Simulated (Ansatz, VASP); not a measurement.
One calculation of WCl4F2, two programs

File INCAR:

```
SYSTEM = WCl4F2
PREC = Accurate
ENCUT = 520
EDIFF = 1E-7
ISMEAR = 0
SIGMA = 0.1
LREAL = .FALSE.
LASPH = .TRUE.
NELM = 80
ALGO = Normal
ISIF = 2
LWAVE = .FALSE.
LCHARG = .FALSE.
GGA = PE
NBANDS = 37
```

KPOINTS

```
Automatic mesh
0
G
  4 4 4
  0 0 0
```

The input POSCAR:

```
WCl4F2
1.0
    3.7097924466      3.7097924466     -4.1200949616
   -3.7097924466      3.7097924466      4.1200949616
    3.7097924466     -3.7097924466      4.1200949616
W Cl F
1 4 2
Direct
    0.0000000000      0.0000000000      0.0000000000
    1.0000000000      0.7809494928      0.2190505072
    0.5618989856      0.7809494928      0.7809494928
    0.4381010145      0.2190505072      0.2190505072
    0.0000000000      0.2190505072      0.7809494928
    1.0000000000      0.7733967488      0.7733967488
    1.0000000000      0.2266032512      0.2266032512
```

Input for Ansatz:

```yaml
crystal:
  lattice:
    - [3.7097924466, 3.7097924466, -4.1200949616]
    - [-3.7097924466, 3.7097924466, 4.1200949616]
    - [3.7097924466, -3.7097924466, 4.1200949616]
  atoms:
    - { symbol: W, position: [0.0, 0.0, 0.0] }
    - { symbol: Cl, position: [1.0, 0.7809494928, 0.2190505072] }
    - { symbol: Cl, position: [0.5618989856, 0.7809494928, 0.7809494928] }
    - { symbol: Cl, position: [0.4381010145, 0.2190505072, 0.2190505072] }
    - { symbol: Cl, position: [0.0, 0.2190505072, 0.7809494928] }
    - { symbol: F, position: [1.0, 0.7733967488, 0.7733967488] }
    - { symbol: F, position: [1.0, 0.2266032512, 0.2266032512] }
basis:
  ecutwfc: 420
kpoints:
  mp_grid: { grid: [4, 4, 4] }
hamiltonian:
  xc: pbe
scf:
  occupations: { method: gaussian, width: 0.1 }
  lower_state_search: "off"
output:
  forces: true
  stress: true
  eigenvalues: true
```

Alike in both runs: task single point; functional PBE; k mesh 4 × 4 × 4; occupations gaussian, width 0.1 eV; no spin polarisation.

```csv
,VASP,Ansatz
version,VASP 6.6.1,Ansatz 0.2.0
potentials or method,"VASP PAW PBE potentials, release 64 (W_sv, Cl, F), cutoff 520 eV","scalar-relativistic, plane waves, PAW"
valence electrons in the cell,56,56
```

```csv
,VASP,Ansatz,Ansatz less VASP
gap on the k mesh at the Fermi level (eV),1.70,1.70,-0.003
least direct gap on the mesh (eV),1.74,1.74,-0.003
pressure (GPa),0.2,0.0,-0.22
"traceless stress, the component that is largest in VASP (GPa)",0.68,0.01,-0.669
rms of the force components (eV/Å),0.115,0.001,-0.1139
```

Atom by atom the forces differ by 0.115 eV/Å (rms over components).

Spin-orbit coupling is off throughout.
